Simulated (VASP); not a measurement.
# Ta2F (P-3m1) in VASP: relaxation of cell and atoms with PBE

Aim: the relaxation of cell and atoms of Ta2F with PBE.

Program: VASP 6.6.1. These are calculated values, not measurements. Logs are shortened: lines on timing, memory, paths and dates and some standing lists are left out, and cuts for length are marked.

**1. The cell of the first run**

It takes space group P-3m1 (No. 164, trigonal). The conventional cell has a = 2.935 Å, b = 2.935 Å, c = 13.241 Å, α = 90.00°, β = 90.00°, γ = 120.00°. Ta (site symmetry 3m) has 3 F at 2.22 Å and 9 Ta at 2.94 to 3.03 Å within 3.1 Å. Within 3.9 Å of Ta (site symmetry 3m) lie 12 Ta at 2.94 to 3.04 Å. F (site symmetry 3m) has 3 Ta at 2.22 Å and 6 F at 2.94 Å within 3.0 Å.

**2. Relaxation of cell and atoms, PBE**

Contents of INCAR:

```
  ALGO = Normal
  EDIFF = 1E-6
  EDIFFG = -0.01
  ENCUT = 600
  GGA = PE
  IBRION = 2
  ISIF = 3
  ISMEAR = 0
  LASPH = T
  LCHARG = F
  LREAL = F
  LWAVE = F
  NELM = 60
  NSW = 100
  PREC = Accurate
  SIGMA = 0.1
```

Contents of KPOINTS:

```
k-points
0
Gamma
  12 12 4
```

Contents of POSCAR:

```
Ta2F
1.0
    2.9351921368      0.0000000000      0.0000000000
   -1.4675960684      2.5419509555      0.0000000000
    0.0000000000      0.0000000000     13.2409130312
Ta F
4 2
Direct
    0.0000000000      0.0000000000      0.2849905402
    0.0000000000      0.0000000000      0.7150094598
    0.3333333333      0.6666666667      0.0951556383
    0.6666666667      0.3333333333      0.9048443617
    0.6666666667      0.3333333333      0.3936497281
    0.3333333333      0.6666666667      0.6063502719
```

Potentials or basis: VASP PAW PBE potentials, release 64 (Ta_pv, F).

Run with:

```
cat potpaw_PBE.64/Ta_pv/POTCAR potpaw_PBE.64/F/POTCAR > POTCAR
mpirun -np 1 vasp_std > vasp.out
```

OUTCAR:

```text
EDIFF = 1E-6
   EDIFFG = -0.01
   ENCUT = 600
   GGA = PE
   IBRION = 2
   ISIF = 3
   ISMEAR = 0
   LASPH = T
   LREAL = F
   NELM = 60
   NSW = 100
   PREC = Accurate

 ion  position               nearest neighbor table
   1  0.000  0.000  0.285-   5 2.22   5 2.22   5 2.22   3 3.03   3 3.03   3 3.03
   2  0.000  0.000  0.715-   6 2.22   6 2.22   6 2.22   4 3.03   4 3.03   4 3.03
   3  0.333  0.667  0.095-   1 3.03   1 3.03   1 3.03   4 3.04   4 3.04   4 3.04
   4  0.667  0.333  0.905-   2 3.03   2 3.03   2 3.03   3 3.04   3 3.04   3 3.04
   5  0.667  0.333  0.394-   1 2.22   1 2.22   1 2.22
   6  0.333  0.667  0.606-   2 2.22   2 2.22   2 2.22

  LATTYP: Found a hexagonal cell.
 ALAT       =     2.9351921368
 C/A-ratio  =     4.5110890238

  Lattice vectors:

 A1 = (   2.9351921368,   0.0000000000,   0.0000000000)
 A2 = (  -1.4675960684,   2.5419509555,   0.0000000000)
 A3 = (   0.0000000000,   0.0000000000,  13.2409130312)

Analysis of symmetry for initial positions (statically):
=====================================================================
 Subroutine PRICEL returns:
 Original cell was already a primitive cell.

 Routine SETGRP: Setting up the symmetry group for a
 hexagonal supercell.

 Subroutine GETGRP returns: Found 12 space group operations
 (whereof 12 operations were pure point group operations)
 out of a pool of 24 trial point group operations.

The static configuration has the point symmetry D_3d.

Analysis of symmetry for dynamics (positions and initial velocities):
=====================================================================
 Subroutine PRICEL returns:
 Original cell was already a primitive cell.

 Routine SETGRP: Setting up the symmetry group for a
 hexagonal supercell.

 Subroutine GETGRP returns: Found 12 space group operations
 (whereof 12 operations were pure point group operations)
 out of a pool of 24 trial point group operations.

The dynamic configuration has the point symmetry D_3d.

 Subroutine INISYM returns: Found 12 space group operations
 (whereof 12 operations are pure point group operations),
 and found     1 'primitive' translations

----------------------------------------------------------------------------------------

                                     Primitive cell

  volume of cell :      98.7920

  direct lattice vectors                    reciprocal lattice vectors
     2.935192137  0.000000000  0.000000000     0.340693199  0.196699310  0.000000000
    -1.467596068  2.541950955  0.000000000     0.000000000  0.393398621  0.000000000
     0.000000000  0.000000000 13.240913031     0.000000000  0.000000000  0.075523493

  length of vectors
     2.935192137  2.935192137 13.240913031     0.393398621  0.393398621  0.075523493

  position of ions in fractional coordinates (direct lattice)
     0.000000000  0.000000000  0.284990540
     0.000000000  0.000000000  0.715009460
     0.333333333  0.666666667  0.095155638
     0.666666667  0.333333333  0.904844362
     0.666666667  0.333333333  0.393649728
     0.333333333  0.666666667  0.606350272

  ion indices of the primitive-cell ions
   primitive index   ion index
                 1           1
                 2           2
                 3           3
                 4           4
                 5           5
                 6           6

----------------------------------------------------------------------------------------

 KPOINTS: k-points

Automatic generation of k-mesh.
 Grid dimensions read from file:
 generate k-points for:   12   12    4

 Generating k-lattice:

  Cartesian coordinates                     Fractional coordinates (reciprocal lattice)
     0.028391100  0.016391609  0.000000000     0.083333333  0.000000000  0.000000000
     0.000000000  0.032783218  0.000000000     0.000000000  0.083333333  0.000000000
     0.000000000  0.000000000  0.018880873     0.000000000  0.000000000  0.250000000

  Length of vectors
     0.032783218  0.032783218  0.018880873

  Shift w.r.t. Gamma in fractional coordinates (k-lattice)
     0.000000000  0.000000000  0.000000000

 Subroutine IBZKPT returns following result:
 ===========================================

 Found     69 irreducible k-points:

 Following reciprocal coordinates:
            Coordinates               Weight
  0.000000  0.000000  0.000000      1.000000
  0.083333  0.000000  0.000000      6.000000
  0.166667  0.000000  0.000000      6.000000
  0.250000  0.000000  0.000000      6.000000
  0.333333 -0.000000  0.000000      6.000000
  0.416667  0.000000  0.000000      6.000000
[... 16 lines left out ...]
  0.166667  0.000000  0.250000      6.000000
  0.000000  0.166667  0.250000      6.000000
 [... further k-points ...]
   k-points           NKPTS =     69   k-points in BZ     NKDIM =     69   number of bands    NBANDS=     34
   number of dos      NEDOS =    301   number of ions     NIONS =      6
   total plane-waves  NPLWV =  62208
   dimension x,y,z NGX =    24 NGY =   24 NGZ =  108
   dimension x,y,z NGXF=    48 NGYF=   48 NGZF=  216
   ions per type =               4   2
   NGX,Y,Z   is equivalent  to a cutoff of  13.59, 13.59, 13.56 a.u.
   NGXF,Y,Z  is equivalent  to a cutoff of  27.19, 27.19, 27.12 a.u.
 SYSTEM =  unknown system
   PREC   = accura    normal or accurate (medium, high low for compatibility)
   ISTART =      0    job   : 0-new  1-cont  2-samecut
   ICHARG =      2    charge: 1-file 2-atom 10-const
   ISPIN  =      1    spin polarized calculation?
   LNONCOLLINEAR =      F non collinear calculations
   LSORBIT =      F    spin-orbit coupling
   LASPH  =      T    aspherical Exc in radial PAW
   ENCUT  =  600.0 eV  44.10 Ry    6.64 a.u.   5.86  5.86 26.45*2*pi/ulx,y,z
   NELM   =     60;   NELMIN=  2; NELMDL= -5     # of ELM steps
   EDIFF  = 0.1E-05   stopping-criterion for ELM
   LREAL  =      F    real-space projection
   EDIFFG = -.1E-01   stopping-criterion for IOM
   NSW    =    100    number of steps for IOM
   IBRION =      2    ionic relax: 0-MD 1-quasi-New 2-CG
   NFREE  =      1    steps in history (QN), initial steepest desc. (CG)
   ISIF   =      3    stress and relaxation
   ISYM   =      2    0-nonsym 1-usesym 2-fastsym
   POTIM  = 0.5000    time-step for ionic-motion
   TEBEG  =    0.0;   TEEND  =   0.0 temperature during run
   PSTRESS=    0.0 pullay stress
   NELECT =      58.0000    total number of electrons
   NUPDOWN=      -1.0000    fix difference up-down
   EMIN   =  10.00;   EMAX   =-10.00  energy-range for DOS
   EFERMI =   0.00;   METHOD = LEGACY
   ISMEAR =     0;   SIGMA  =   0.10  broadening in eV -4-tet -1-fermi 0-gaus
   EFERMI_NEDOS =   21; number of points for ismear=-14 and -15
   IALGO  =     38    algorithm
   IMIX   =      4    mixing-type and parameters
     AMIX     =   0.40;   BMIX     =  1.00
     AMIX_MAG =   1.60;   BMIX_MAG =  1.00
  volume/ion in A,a.u.               =      16.47       111.11
  Fermi-wavevector in a.u.,A,eV,Ry     =   1.370809  2.590453 25.566944  1.879117
  Thomas-Fermi vector in A             =   2.496562
   LORBIT       =      0    0 simple, 1 ext, 2 COOP (PROOUT), +10 PAW based schemes
   GGA     = PE    functional components
   LHFCALC =     F    Hartree Fock is set to
   AEXX    =    0.0000 exact exchange contribution
   IVDW    =     0    specifies the selected vdW correction
   LEPSILON=     F    determine dielectric tensor
   LRPA    =     F    only Hartree local field effects (RPA)
 conjugate gradient relaxation of ions
 non-spin polarized calculation
 Gauss-broadening in eV      SIGMA  =   0.10
  energy-cutoff  :      600.00
  volume of cell :       98.79
 maximum number of plane-waves:      3330
   NGX = 11   NGY = 11   NGZ = 53

--------------------------------------- Ionic step        1  -------------------------------------------

 number of electron      57.9999987 magnetization

 Free energy of the ion-electron system (eV)
  ---------------------------------------------------
  ext. energy  EPLUGINS =         0.00000000
  ---------------------------------------------------
  free energy    TOTEN  =       -56.79567381 eV

  energy without entropy =      -56.77354313  energy(sigma->0) =      -56.78460847

------------------------ aborting loop because EDIFF is reached ----------------------------------------

  FORCE on cell =-STRESS in cart. coord.  units (eV):
  Direction    XX          YY          ZZ          XY          YZ          ZX
  --------------------------------------------------------------------------------------
  -------------------------------------------------------------------------------------
  Total        0.1723773      0.1723773      0.1556317      0.0000000      0.0000000      0.0000000
  in kB        2.7955613      2.7955613      2.5239856      0.0000000      0.0000000      0.0000000
  external PRESSURE =       2.7050361 kB  Pullay stress =       0.0000000 kB
[... 101 lines left out ...]
  FREE ENERGIE OF THE ION-ELECTRON SYSTEM (eV)
  ---------------------------------------------------
  free  energy   TOTEN  =       -56.7963925808 eV

  energy  without entropy=      -56.7745096190  energy(sigma->0) =      -56.78545110

[... ionic steps 4 to 24 ...]

--------------------------------------- Ionic step       25  -------------------------------------------

 number of electron      57.9999996 magnetization

------------------------ aborting loop because EDIFF is reached ----------------------------------------

  FORCE on cell =-STRESS in cart. coord.  units (eV):
  Direction    XX          YY          ZZ          XY          YZ          ZX
  --------------------------------------------------------------------------------------
  -------------------------------------------------------------------------------------
  Total       -0.0053196     -0.0053196     -0.0336567      0.0000000     -0.0000000      0.0000000
  in kB       -0.0850963     -0.0850963     -0.5384005      0.0000000     -0.0000000      0.0000000
  external PRESSURE =      -0.2361977 kB  Pullay stress =       0.0000000 kB
[... 65 lines left out ...]
  energy  without entropy=      -56.7788714957  energy(sigma->0) =      -56.78904105

--------------------------------------- Ionic step       27  -------------------------------------------

 number of electron      57.9999996 magnetization

 Free energy of the ion-electron system (eV)
  ---------------------------------------------------
  ext. energy  EPLUGINS =         0.00000000
  ---------------------------------------------------
  free energy    TOTEN  =       -56.79923164 eV

  energy without entropy =      -56.77889622  energy(sigma->0) =      -56.78906393

 E-fermi :   4.7850     XC(G=0): -11.3093

 val. band max:        4.7657600777   @ k =   0.1667   0.0000   0.5000
 cond. band min:       4.7956673430   @ k =   0.3333   0.1667   0.5000
 fundamental gap:      0.0299072653
 Fermi energy:         4.7849736314

 k-point     1 :       0.0000    0.0000    0.0000
  band No.  band energies     occupation
      1     -30.5605      2.00000
      2     -30.5453      2.00000
      3     -29.8609      2.00000
      4     -29.8609      2.00000
      5     -29.8609      2.00000
      6     -29.8609      2.00000
[... 877 lines left out ...]
     33       5.7729      0.00000
     34       6.1919      0.00000

 [... further k-points ...]

------------------------ aborting loop because EDIFF is reached ----------------------------------------

  FORCE on cell =-STRESS in cart. coord.  units (eV):
  Direction    XX          YY          ZZ          XY          YZ          ZX
  --------------------------------------------------------------------------------------
  -------------------------------------------------------------------------------------
  Total       -0.0192649     -0.0192649      0.0386925      0.0000000      0.0000000     -0.0000000
  in kB       -0.3080053     -0.3080053      0.6186101      0.0000000      0.0000000     -0.0000000
  external PRESSURE =       0.0008665 kB  Pullay stress =       0.0000000 kB
[... 21 lines left out ...]
  FREE ENERGIE OF THE ION-ELECTRON SYSTEM (eV)
  ---------------------------------------------------
  free  energy   TOTEN  =       -56.7992316430 eV

  energy  without entropy=      -56.7788962235  energy(sigma->0) =      -56.78906393

 reached required accuracy - stopping structural energy minimisation
```

It took 27 min on 1 thread of Intel Xeon 6975P-C (Granite Rapids), shared host; peak memory 0.42 GiB.

Results:

```yaml
Free_energy: -56.7992 eV
Relaxed_volume: 16.70 Å³/atom
Relaxed_cell: a = 2.941 Å, b = 2.941 Å, c = 13.376 Å, α = 90.00°, β = 90.00°, γ = 120.00°
Space_group_after_relaxing_to_0.1_Å: P-3m1 (No. 164)
Energy_gained_by_relaxing: 0.6 meV/atom
Ionic_steps: 27
Pressure_after_relaxing: 0.0 GPa
Largest_force_after_relaxing: 0.007 eV/Å
Band_gap_on_the_k_mesh: zero (bands 29 and 30 overlap by 0.16 eV)
```

Forces on the atoms (eV/Å):
```
Ta   0.000  0.000  0.003
Ta   0.000  0.000 -0.003
Ta   0.000  0.000  0.002
Ta   0.000  0.000 -0.002
F    0.000  0.000 -0.007
F    0.000  0.000  0.007
```

Step by step:
| step | energy change (eV) | largest force (eV/Å) | pressure (GPa) | volume (Å³) |
| --- | --- | --- | --- | --- |
| 1 | 0.0000 | 0.1025 | 0.27 | 98.79 |
| 2 | -0.0005 | 0.0527 | -0.52 | 99.19 |
| 3 | -0.0007 | 0.0561 | -0.24 | 99.05 |
| 4 | -0.0012 | 0.0204 | 0.04 | 98.88 |
| 5 | -0.0012 | 0.0206 | 0.06 | 98.88 |
| 6 | -0.0013 | 0.0259 | 0.00 | 98.92 |
| 7 | -0.0014 | 0.0366 | -0.05 | 98.98 |
| 8 | -0.0015 | 0.0092 | 0.09 | 98.94 |
| 9 | -0.0015 | 0.0127 | 0.07 | 98.95 |
| 10 | -0.0015 | 0.0181 | 0.01 | 99.02 |
| 11 | -0.0016 | 0.0447 | -0.14 | 99.19 |
| 12 | -0.0017 | 0.0450 | -0.14 | 99.20 |
| 13 | -0.0018 | 0.0458 | -0.12 | 99.22 |
| 14 | -0.0019 | 0.0477 | -0.09 | 99.28 |
| 15 | -0.0022 | 0.0535 | -0.02 | 99.38 |
| 16 | -0.0024 | 0.0617 | 0.13 | 99.59 |
| 17 | -0.0026 | 0.0492 | 0.06 | 99.67 |
| 18 | -0.0028 | 0.0560 | -0.12 | 99.93 |
| 19 | -0.0030 | 0.0414 | -0.06 | 99.92 |
| 20 | -0.0032 | 0.0086 | 0.14 | 99.90 |
| 21 | -0.0033 | 0.0159 | 0.04 | 100.00 |
| 22 | -0.0034 | 0.0216 | -0.03 | 100.08 |
| 23 | -0.0033 | 0.0410 | -0.17 | 100.22 |
| 24 | -0.0034 | 0.0294 | -0.08 | 100.13 |
| 25 | -0.0035 | 0.0214 | -0.02 | 100.16 |
| 26 | -0.0035 | 0.0154 | 0.03 | 100.17 |
| 27 | -0.0036 | 0.0070 | 0.00 | 100.21 |

Final structure:
```
Ta F
1.0
     2.94121    0.00000    0.00000
    -1.47060    2.54716    0.00000
     0.00000    0.00000   13.37634
Ta F
4 2
Direct
  0.00000 0.00000 0.28085
  0.00000 0.00000 0.71915
  0.33333 0.66667 0.09323
  0.66667 0.33333 0.90677
  0.66667 0.33333 0.38861
  0.33333 0.66667 0.61139
```

Caveat: spin-orbit coupling is left out, which moves the levels of the heavy elements.
